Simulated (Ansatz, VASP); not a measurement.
## Two plane-wave programs on Ti2CuP3

```
P Ti Cu
1.0
     3.45136    0.00000    0.00000
     0.00000    3.45136    0.00000
     0.00000    0.00000    7.57527
P Ti Cu
3 2 1
Direct
  0.00000 0.50000 0.37752
  0.50000 0.00000 0.62248
  0.50000 0.50000 0.00000
  0.00000 0.50000 0.71954
  0.50000 0.00000 0.28046
  0.00000 0.00000 0.00000
```

Alike in both runs: functional r2SCAN; k mesh 5 × 5 × 3; occupations tetrahedron; no spin polarisation; Hubbard terms Cu d U = 6.13 eV, Ti d U = 3.91 eV.

Ansatz relaxed the structure, and its values are those at the end. VASP's run is a single point on that final structure, the one shown.

```csv
,VASP,Ansatz
version,VASP 6.6.1,Ansatz 0.2.0
potentials or method,"VASP PAW PBE potentials, release 64 (P, Ti_sv, Cu_sv_GW), cutoff 770 eV",PAW plane waves
valence electrons in the cell,58,58
```

|  | VASP | Ansatz | Ansatz less VASP |
| --- | --- | --- | --- |
| gap on the k mesh at the Fermi level (eV) | none | none | - |
| pressure (GPa) | -0.9 | 0.0 | +0.90 |
| rms of the force components (eV/Å) | 0.083 | 0.001 | -0.0823 |

VASP's potentials were made for PBE, not for r2SCAN. The programs project onto different local orbitals, so the same U acts differently, and such runs can settle in different states. A gap of «none» marks a metal or a gap that the smearing closes. Ansatz's warnings: band table not solved further, filled band counts differ across k points, forces under tetrahedra, stress scf threshold loose, tetrahedron derivatives may miss energy slope.

The k mesh is coarse, so the values compare programs but aren't converged.
